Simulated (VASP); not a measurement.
Crystal: Si3C.

```
Si C
1.0
     2.79986    0.00000    0.00000
    -1.39993    2.42475    0.00000
     0.00000    0.00000    7.64512
Si C
3 1
Direct
  0.33333 0.66667 0.65832
  0.33333 0.66667 0.34168
  0.66667 0.33333 0.00000
  0.66667 0.33333 0.50000
```

```yaml
Program: VASP 6.6.1
Task: relaxation of cell and atoms
Functional: PBE
Potentials_or_basis: VASP PAW PBE potentials, release 64 (Si, C)
Cutoff: 600 eV
k_mesh: 18 × 18 × 6
Occupations: gaussian, width 0.1 eV
Spin: no spin polarisation
```

At the start: pressure -0.6 GPa; volume 12.98 Å³/atom.

**Question.** How do energy, volume and symmetry change on relaxing?

**Answer.** Over 13 steps the energy falls by 47.6 meV/atom and the volume is 12.01 Å³/atom (-7.4 %); space group P-6m2 (No. 187, to 0.05 Å).

Step by step:
```tsv
step	energy change (eV)	largest force (eV/Å)	pressure (GPa)	volume (Å³)
1	0.0000	0.1579	-0.64	51.90
2	-0.0335	0.8647	0.04	51.49
3	-0.0339	0.9725	0.17	51.43
4	-0.0587	0.7981	-0.53	51.30
5	-0.1159	0.2794	-2.28	50.88
6	-0.1621	0.3730	-4.31	49.92
7	-0.1824	0.2146	-2.42	48.91
8	-0.1846	0.1605	-1.60	48.52
9	-0.1877	0.0810	-1.15	48.41
10	-0.1899	0.0623	-0.34	48.22
11	-0.1902	0.0056	-0.23	48.14
12	-0.1902	0.0160	-0.18	48.11
13	-0.1903	0.0049	0.00	48.04
```

Final structure:
```
Si C
1.0
     2.88757    0.00000    0.00000
    -1.44379    2.50071    0.00000
     0.00000    0.00000    6.65318
Si C
3 1
Direct
  0.33333 0.66667 0.68306
  0.33333 0.66667 0.31694
  0.66667 0.33333 0.00000
  0.66667 0.33333 0.50000
```
